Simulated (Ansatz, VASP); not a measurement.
## One calculation of Ta9Al, two programs

```
Al Ta
1.0
    -4.93982    4.97690   -1.65523
    -4.94882   -1.67318    4.94809
     1.65535    4.97674    4.93893
Al Ta
2 18
Cartesian
  -1.6486 1.6559 1.6455
  -3.2909 6.6335 3.2874
  -0.0036 0.0032 0.0010
  -4.9355 1.6806 1.6347
  -3.2905 3.3442 -0.0095
  -3.2908 -0.0156 3.2876
  -6.5928 3.3081 3.2920
  -4.9462 4.9453 1.6456
  -4.9552 1.6548 4.9519
  -3.2934 3.3089 3.2900
  -1.6459 4.9805 1.6430
  -1.6379 1.6806 4.9318
  0.0068 3.3441 3.2873
  -8.2502 4.9356 4.9493
  -4.9330 4.9614 4.9293
  -3.2953 3.3081 6.5891
  -1.6489 4.9452 4.9424
  -6.5973 6.6317 6.5936
  -4.9358 8.2861 4.9319
  -4.9526 4.9356 8.2464
```

Alike in both runs: functional PBE; k mesh 3 × 3 × 3; occupations gaussian, width 0.1 eV; no spin polarisation.

Ansatz relaxed the structure, and its values are those at the end. VASP's run is a single point on that final structure, the one shown.

|  | VASP | Ansatz |
| --- | --- | --- |
| version | VASP 6.6.1 | Ansatz 0.2.0 |
| potentials or method | VASP PAW PBE potentials, release 64 (Al, Ta_pv), cutoff 520 eV | scalar-relativistic, plane waves, PAW |
| valence electrons in the cell | 204 | 240 |

Ansatz gave:

```
gap on the k mesh at the Fermi level (eV) : none
pressure (GPa)                            : 0.1
rms of the force components (eV/Å)        : 0.008
```

Q: Which values does VASP return?

A: gap on the k mesh at the Fermi level (eV): none; pressure (GPa): 0.2; rms of the force components (eV/Å): 0.008.

A gap of «none» marks a metal or a gap that the smearing closes. VASP's potentials hold 204 valence electrons a cell and Ansatz's 240, so a difference there can come from the potentials and not from the codes.

Spin-orbit coupling is off throughout.
